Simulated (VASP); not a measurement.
Ca:

```
Ca
1.0
     3.63000    0.00000    0.00000
     0.00000    3.63000    0.00000
     0.00000    0.00000    3.63000
Ca
1
Cartesian
  0.0000 0.0000 0.0000
```

```yaml
Program: VASP 6.6.1
Task: relaxation of cell and atoms
Functional: LDA
Potentials_or_basis: VASP PAW LDA potentials, release 64 (Ca_sv)
Cutoff: 600 eV
k_mesh: 5 × 5 × 5
Occupations: fermi-dirac, width 0.1 eV
Spin: no spin polarisation
```

At the start: pressure -2.1 GPa; volume 47.83 Å³/atom.

Q: Where does the relaxation end?

A: Over 4 steps the energy falls by 78.8 meV/atom and the volume is 37.52 Å³/atom (-21.5 %); space group Pm-3m (No. 221, to 0.05 Å).

The path:
| step | energy change (eV) | largest force (eV/Å) | pressure (GPa) | volume (Å³) |
| --- | --- | --- | --- | --- |
| 1 | 0.0000 | 0.0000 | -2.10 | 47.83 |
| 2 | -0.0479 | 0.0000 | -1.50 | 43.61 |
| 3 | -0.0777 | 0.0000 | -0.33 | 38.68 |
| 4 | -0.0788 | 0.0000 | 0.04 | 37.52 |

Final structure:
```
CELL_PARAMETERS angstrom
3.34790 0.00000 0.00000
0.00000 3.34790 0.00000
0.00000 0.00000 3.34790
ATOMIC_POSITIONS crystal
Ca 0.00000 0.00000 0.00000
```

Caveat: the volume moved by over 15 % at a fixed basis, so the end points are rough.
